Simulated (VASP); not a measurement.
Here is a VASP 6.6.1 calculation.

INCAR

```
SYSTEM = AlCl
PREC = Accurate
ENCUT = 400
EDIFF = 1E-8
ISMEAR = -1
SIGMA = 0.05
LREAL = .FALSE.
LASPH = .TRUE.
NELM = 120
ALGO = Normal
ISIF = 2
LWAVE = .FALSE.
LCHARG = .FALSE.
GGA = PE
LEFG = .TRUE.
NBANDS = 12
GGA_COMPAT = .FALSE.
```

File KPOINTS:

```
Automatic mesh
0
G
  8 8 8
  0 0 0
```

File POSCAR:

```
AlCl
1.0
    0.0000000000      2.8486347600      2.8486347600
    2.8486347600      0.0000000000      2.8486347600
    2.8486347600      2.8486347600      0.0000000000
Al Cl
1 1
Direct
    0.5000000000      0.5000000000      0.5000000000
    0.0000000000      0.0000000000      0.0000000000
```

Potentials or basis: VASP PAW PBE potentials, release 64 (Al, Cl).

The run is started by

```bash
$ cat potpaw_PBE.64/Al/POTCAR potpaw_PBE.64/Cl/POTCAR > POTCAR
$ mpirun -np 1 vasp_std > vasp.out
```

Q: Estimate the pressure.

A: 5.7 GPa.

Q: Estimate the band gap on the k mesh.

A: 0.53 eV.

Caveat: the cell stands under pressure. A k mesh can miss the band edges.
